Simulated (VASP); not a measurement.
W:

```xyz
1
Lattice="-1.5852 1.5852 1.5852 1.5852 -1.5852 1.5852 1.5852 1.5852 -1.5852" Properties=species:S:1:pos:R:3 pbc="T T T"
W     0.0000    0.0000    0.0000
```

Base run:

| Quantity | Value |
| --- | --- |
| Program | VASP 6.6.1 |
| Functional | LDA |
| Potentials or basis | VASP PAW LDA potentials, release 64 (W_sv) |
| Cutoff | 520 eV |
| k mesh | 10 × 10 × 10 |
| Occupations | fermi-dirac, width 0.1 eV |
| Spin | no spin polarisation |

Its results: band gap on the k mesh zero (band 7 reaches 16.34 eV, above the bottom of band 8 at 9.98 eV); pressure -8.2 GPa.

Q: The run is repeated on the same cell with these changes: functional from LDA to r2SCAN; potentials or basis from VASP PAW LDA potentials, release 64 (W_sv) to VASP PAW PBE potentials, release 64 (W_sv). What comes out?

A: Band gap on the k mesh zero (band 7 reaches 16.51 eV, above the bottom of band 8 at 9.94 eV); pressure 0.9 GPa.

Caveats: spin-orbit coupling is left out, which moves the levels of the heavy elements; the PAW data sets were made with another functional, which shifts forces and pressure a little (some runs).
